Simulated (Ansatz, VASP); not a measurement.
## Ge2Sb2O in VASP and in Ansatz

INCAR

```
SYSTEM = Ge2Sb2O
ALGO = Normal ; EDIFF = 1E-7
EDIFFG = -0.04 ; ENCUT = 600
GGA = PE ; GGA_COMPAT = .False.
IBRION = 2 ; ISIF = 3
ISMEAR = 0 ; LASPH = .True.
LCHARG = .False. ; LREAL = .False.
LWAVE = .False. ; NELM = 120
NELMIN = 4 ; NSW = 90
PREC = Accurate ; SIGMA = 0.1
```

File KPOINTS:

```
k-points
0
Gamma
  6 6 2
  0 0 0
```

POSCAR

```
Ge2Sb2O
1.0
    3.0638052625      0.0000000000      0.0000000000
    0.0000000000      3.0638052625      0.0000000000
    0.0000000000      0.0000000000     11.2530714019
Ge Sb O
2 2 1
Direct
    0.5000000000      0.5000000000      0.5000000000
    0.5000000000      0.5000000000      0.0000000000
    0.5000000000      0.5000000000      0.7490593166
    0.5000000000      0.5000000000      0.2509406834
    0.0000000000      0.0000000000      0.0000000000
```

Input for Ansatz:

```yaml
crystal:
  lattice:
    - [3.0638052625, 0.0, 0.0]
    - [0.0, 3.0638052625, 0.0]
    - [0.0, 0.0, 11.2530714019]
  atoms:
    - { symbol: Ge, position: [0.5, 0.5, 0.5] }
    - { symbol: Ge, position: [0.5, 0.5, 0.0] }
    - { symbol: Sb, position: [0.5, 0.5, 0.7490593166] }
    - { symbol: Sb, position: [0.5, 0.5, 0.2509406834] }
    - { symbol: O, position: [0.0, 0.0, 0.0] }
basis:
  ecutwfc: 420
kpoints:
  mp_grid: { grid: [6, 6, 2] }
hamiltonian:
  xc: pbe
scf:
  occupations: { method: gaussian, width: 0.1 }
  lower_state_search: "off"
output:
  forces: true
  stress: true
  eigenvalues: true
relax:
  adjacent_minimum: "off"
  f_tol: 0.04
  max_steps: 70
  cell: { stress_tol: 0.4 }
```

Alike in both runs: task relaxation of cell and atoms; functional PBE; k mesh 6 × 6 × 2; occupations gaussian, width 0.1 eV; no spin polarisation.

```csv
,VASP,Ansatz
version,VASP 6.6.1,Ansatz 0.2.0
potentials or method,"VASP PAW PBE potentials, release 64 (Ge_d, Sb, O), cutoff 600 eV","scalar-relativistic, plane waves, PAW"
valence electrons in the cell,44,64
```

|  | VASP | Ansatz | Ansatz less VASP |
| --- | --- | --- | --- |
| gap on the k mesh at the Fermi level, each at its own relaxed structure (eV) | none | none | - |
| relaxed volume (Å³/atom) | 21.51 | 21.50 | -0.004 |
| relaxed cell length with the largest relative difference (Å) | 11.699 | 11.702 | +0.0027 |

A gap of «none» marks a metal or a gap that the smearing closes. VASP's potentials hold 44 valence electrons a cell and Ansatz's 64, so a difference there can come from the potentials and not from the codes.

Spin-orbit coupling is off throughout.
